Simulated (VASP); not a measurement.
# CdSiN2 (P-4m2) in VASP: single point with PBE

Aim: the single point of CdSiN2 with PBE.

Everything below comes from runs of VASP 6.6.1. Logs are shortened: lines on timing, memory, paths and dates and some standing lists are left out, and cuts for length are marked.

**1. The cell of the first run**

The structure is tetragonal, space group P-4m2 (No. 115). The conventional cell has a = 3.034 Å, b = 3.034 Å, c = 5.110 Å, α = 90.00°, β = 90.00°, γ = 90.00°. Within 2.9 Å of Cd (site symmetry -4m2) lie 4 N at 2.23 Å. Within 2.4 Å of N (site symmetry 2mm) lie 2 Si at 1.77 Å and 2 Cd at 2.23 Å. Si (site symmetry -4m2) has 4 N at 1.77 Å within 2.4 Å.

**2. Single point, PBE, non-collinear spin, zero start, spin-orbit coupling**

Input file INCAR:

```
SYSTEM = CdSiN2
PREC     = Accurate       ! precision mode
ENCUT    = 520            ! plane-wave cutoff, eV
EDIFF    = 1E-7           ! SCF threshold, eV
ISMEAR   = -1             ! smearing method
SIGMA    = 0.02           ! smearing width, eV
LREAL    = .FALSE.        ! projectors in reciprocal space
LASPH    = .TRUE.         ! aspherical terms in the spheres
NELM     = 150            ! most SCF steps
ALGO     = Normal         ! electronic algorithm
ISIF     = 2              ! what is computed and relaxed
LWAVE    = .FALSE.        ! write WAVECAR
LCHARG   = .TRUE.         ! write CHGCAR
LNONCOLLINEAR= .TRUE.         ! non-collinear magnetism
MAGMOM   = 0 0 0 0 0 0 0 0 0 0 0 0 ! initial moments
LORBIT   = 11             ! projections on sites
LSORBIT  = .TRUE.         ! spin-orbit coupling
GGA_COMPAT= .FALSE.      
LORBMOM  = .TRUE.       
GGA      = PE             ! functional
LVHAR    = .TRUE.       
NBANDS   = 40             ! bands
```

Input file KPOINTS:

```
Automatic mesh
0
G
  8 8 6
  0 0 0
```

Input file POSCAR:

```
CdSiN2
1.0
    3.0339884445      0.0000000000      0.0000000000
    0.0000000000      3.0339884445      0.0000000000
    0.0000000000      0.0000000000      5.1102333224
Cd N Si
1 2 1
Direct
    0.0000000000      0.0000000000      0.0000000000
    0.0000000000      0.5000000000      0.3197391382
    0.5000000000      0.0000000000      0.6802608618
    0.5000000000      0.5000000000      0.5000000000
```

Potentials or basis: VASP PAW PBE potentials, release 64 (Cd, N, Si).

Command:

```console
$ cat potpaw_PBE.64/Cd/POTCAR potpaw_PBE.64/N/POTCAR potpaw_PBE.64/Si/POTCAR > POTCAR
$ mpirun -np 1 vasp_ncl > vasp.out
```

OUTCAR:

```text
SYSTEM = CdSiN2
   PREC = Accurate
   ENCUT = 520
   EDIFF = 1E-7
   ISMEAR = -1
   LREAL = .FALSE.
   LASPH = .TRUE.
   NELM = 150
   ISIF = 2
   LNONCOLLINEAR = .TRUE.
   LORBIT = 11
   LSORBIT = .TRUE.
   GGA = PE

 ion  position               nearest neighbor table
   1  0.000  0.000  0.000-   2 2.23   3 2.23   2 2.23   3 2.23   4 3.34   4 3.34   4 3.34   4 3.34
                             4 3.34   4 3.34   4 3.34   4 3.34
   2  0.000  0.500  0.320-   4 1.77   4 1.77   1 2.23   1 2.23
   3  0.500  0.000  0.680-   4 1.77   4 1.77   1 2.23   1 2.23
   4  0.500  0.500  0.500-   2 1.77   3 1.77   3 1.77   2 1.77   1 3.34   1 3.34   1 3.34   1 3.34
                             1 3.34   1 3.34   1 3.34   1 3.34

  LATTYP: Found a simple tetragonal cell.
 ALAT       =     3.0339884445
 C/A-ratio  =     1.6843285385

  Lattice vectors:

 A1 = (   3.0339884445,   0.0000000000,   0.0000000000)
 A2 = (   0.0000000000,   3.0339884445,   0.0000000000)
 A3 = (   0.0000000000,   0.0000000000,   5.1102333224)

Analysis of symmetry for initial positions (statically):
=====================================================================
 Subroutine PRICEL returns:
 Original cell was already a primitive cell.

 Routine SETGRP: Setting up the symmetry group for a
 simple tetragonal supercell.

 Subroutine GETGRP returns: Found  8 space group operations
 (whereof  8 operations were pure point group operations)
 out of a pool of 16 trial point group operations.

The static configuration has the point symmetry D_2d.

Analysis of symmetry for dynamics (positions and initial velocities):
=====================================================================
 Subroutine PRICEL returns:
 Original cell was already a primitive cell.

 Routine SETGRP: Setting up the symmetry group for a
 simple tetragonal supercell.

 Subroutine GETGRP returns: Found  8 space group operations
 (whereof  8 operations were pure point group operations)
 out of a pool of 16 trial point group operations.

The dynamic configuration has the point symmetry D_2d.

Analysis of structural, dynamic, and magnetic symmetry:
=====================================================================
 Subroutine PRICEL returns:
 Original cell was already a primitive cell.

 Routine SETGRP: Setting up the symmetry group for a
 simple tetragonal supercell.

 Subroutine GETGRP returns: Found  8 space group operations
 (whereof  8 operations were pure point group operations)
 out of a pool of 16 trial point group operations.

The overall configuration has the point symmetry D_2d.

 Subroutine INISYM returns: Found  8 space group operations
 (whereof  8 operations are pure point group operations),
[... 1174 lines left out ...]

  FREE ENERGIE OF THE ION-ELECTRON SYSTEM (eV)
  ---------------------------------------------------
  free  energy   TOTEN  =       -24.3158247301 eV

  energy  without entropy=      -24.3158247301  energy(sigma->0) =      -24.31582473

 orbital moment (x)

 # of ion     p       d       tot
 ----------------------------------------
  1         0.000   0.000   0.000
  2         0.000   0.000   0.000
  3        -0.000   0.000  -0.000
  4         0.000   0.000   0.000
 ----------------------------------------
           -0.000   0.000   0.000

 orbital moment (y)

 # of ion     p       d       tot
 ----------------------------------------
  1        -0.000   0.000   0.000
  2         0.000   0.000   0.000
  3         0.000   0.000   0.000
  4         0.000   0.000   0.000
 ----------------------------------------
            0.000   0.000   0.000

 orbital moment (z)

 # of ion     p       d       tot
 ----------------------------------------
  1         0.000   0.000   0.000
  2        -0.000   0.000  -0.000
  3         0.000   0.000   0.000
  4         0.000   0.000   0.000
 ----------------------------------------
           -0.000   0.000  -0.000

 Spin-Orbit-Coupling matrix elements

 Ion:    1  E_soc:     -0.0595341
 l=   1
     0.0000000    -0.0027872    -0.0025855
    -0.0027872     0.0000000    -0.0027872
    -0.0025855    -0.0027872     0.0000000
 l=   2
     0.0000000    -0.0014056     0.0000000    -0.0014056    -0.0057033
    -0.0014056     0.0000000    -0.0043005    -0.0015276    -0.0014820
     0.0000000    -0.0043005     0.0000000    -0.0043005     0.0000000
    -0.0014056    -0.0015276    -0.0043005     0.0000000    -0.0014820
    -0.0057033    -0.0014820     0.0000000    -0.0014820     0.0000000
 l=   3
     0.0000000     0.0000000     0.0000000     0.0000000     0.0000000     0.0000000     0.0000000
     0.0000000     0.0000000     0.0000000     0.0000000     0.0000000     0.0000000     0.0000000
     0.0000000     0.0000000     0.0000000     0.0000000     0.0000000     0.0000000     0.0000000
     0.0000000     0.0000000     0.0000000     0.0000000     0.0000000     0.0000000     0.0000000
[... 49 lines left out ...]
 l=   2
     0.0000000     0.0000000     0.0000000     0.0000000     0.0000000
     0.0000000     0.0000000     0.0000000     0.0000000     0.0000000
     0.0000000     0.0000000     0.0000000     0.0000000     0.0000000
     0.0000000     0.0000000     0.0000000     0.0000000     0.0000000
     0.0000000     0.0000000     0.0000000     0.0000000     0.0000000
 l=   3
     0.0000000     0.0000000     0.0000000     0.0000000     0.0000000     0.0000000     0.0000000
     0.0000000     0.0000000     0.0000000     0.0000000     0.0000000     0.0000000     0.0000000
     0.0000000     0.0000000     0.0000000     0.0000000     0.0000000     0.0000000     0.0000000
     0.0000000     0.0000000     0.0000000     0.0000000     0.0000000     0.0000000     0.0000000
     0.0000000     0.0000000     0.0000000     0.0000000     0.0000000     0.0000000     0.0000000
     0.0000000     0.0000000     0.0000000     0.0000000     0.0000000     0.0000000     0.0000000
     0.0000000     0.0000000     0.0000000     0.0000000     0.0000000     0.0000000     0.0000000

 total charge

# of ion       s       p       d       tot
------------------------------------------
    1        0.435   0.393   9.582  10.410
    2        1.224   2.583   0.000   3.807
    3        1.224   2.583   0.000   3.807
    4        0.670   0.922   0.000   1.593
--------------------------------------------------
tot          3.552   6.482   9.582  19.616

 magnetization (x)

# of ion       s       p       d       tot
------------------------------------------
    1        0.000   0.000   0.000   0.000
    2        0.000   0.000   0.000   0.000
    3       -0.000   0.000   0.000  -0.000
    4        0.000   0.000   0.000   0.000
--------------------------------------------------
tot         -0.000   0.000   0.000  -0.000

 magnetization (y)

# of ion       s       p       d       tot
------------------------------------------
    1        0.000   0.000   0.000   0.000
    2        0.000  -0.000   0.000  -0.000
    3        0.000   0.000   0.000   0.000
    4        0.000   0.000   0.000   0.000
--------------------------------------------------
tot          0.000  -0.000   0.000  -0.000

 magnetization (z)

# of ion       s       p       d       tot
------------------------------------------
    1        0.000  -0.000   0.000  -0.000
    2        0.000   0.000   0.000   0.000
    3        0.000   0.000   0.000   0.000
    4        0.000  -0.000   0.000   0.000
--------------------------------------------------
tot          0.000  -0.000   0.000   0.000
```

OSZICAR:

```text
N       E                     dE             d eps       ncg     rms          rms(c)
DAV:   1     0.179996306050E+03    0.18000E+03   -0.13289E+04  6520   0.127E+03
DAV:   2    -0.166379516200E+02   -0.19663E+03   -0.18384E+03  7112   0.332E+02
DAV:   3    -0.292541804234E+02   -0.12616E+02   -0.12498E+02  7960   0.897E+01
DAV:   4    -0.293802608535E+02   -0.12608E+00   -0.12599E+00  7176   0.966E+00
DAV:   5    -0.293811975699E+02   -0.93672E-03   -0.93666E-03  7800   0.791E-01    0.157E+01
DAV:   6    -0.240829080105E+02    0.52983E+01   -0.97700E+00  9440   0.529E+01    0.103E+01
DAV:   7    -0.243847740284E+02   -0.30187E+00   -0.42010E+00  7312   0.154E+01    0.606E+00
DAV:   8    -0.243589925170E+02    0.25782E-01   -0.54506E-01  7240   0.577E+00    0.159E+00
DAV:   9    -0.243148748280E+02    0.44118E-01   -0.13084E-01  8136   0.420E+00    0.372E-01
DAV:  10    -0.243156753494E+02   -0.80052E-03   -0.17622E-02  6968   0.111E+00    0.219E-01
DAV:  11    -0.243157308146E+02   -0.55465E-04   -0.82648E-04  7704   0.219E-01    0.104E-01
DAV:  12    -0.243158066657E+02   -0.75851E-04   -0.10734E-04  6928   0.114E-01    0.495E-02
DAV:  13    -0.243158231635E+02   -0.16498E-04   -0.48345E-05  7680   0.936E-02    0.174E-02
DAV:  14    -0.243158244430E+02   -0.12795E-05   -0.14579E-05  7256   0.422E-02    0.614E-03
DAV:  15    -0.243158247186E+02   -0.27563E-06   -0.14045E-06  7272   0.106E-02    0.238E-03
DAV:  16    -0.243158247301E+02   -0.11492E-07   -0.22372E-07  6856   0.361E-03
   1 F= -.24315825E+02 E0= -.24315825E+02  d E =-.115376E-10  mag=    -0.0000    -0.0000    -0.0000
```

stdout:

```text
POSCAR found type information on POSCAR CdN Si
 POSCAR found :  3 types and       4 ions
 scaLAPACK will be used
 LDA part: xc-table for (Slater+PW92), standard interpolation
 POSCAR, INCAR and KPOINTS ok, starting setup
 FFT: planning ... GRIDC
 FFT: planning ... GRID_SOFT
 FFT: planning ... GRID
 WAVECAR not read
 entering main loop
```

Wall time 1.8 min (1 thread of Intel Xeon 6975P-C (Granite Rapids), shared host); peak memory 0.39 GiB.

What came out:

```yaml
Free_energy: -24.3158 eV
Pressure: 5.3 GPa
Largest_force: 0.018 eV/Å
Net_moment: 0.00 μB per cell
Valence_electrons_inside_the_program's_atomic_spheres: Cd 10.41; N 3.81; Si 1.59
```

Forces in eV/Å, atoms in the order of the input:
```
Cd   0.000  0.000  0.000
N    0.000  0.000  0.018
N    0.000  0.000 -0.018
Si   0.000  0.000  0.000
```

Moments on the atoms (μB; x, y, z):
```
Cd  0.00 0.00 0.00
N   0.00 0.00 0.00
N   0.00 0.00 0.00
Si  0.00 0.00 0.00
```

Caveat: the cell stands under pressure.
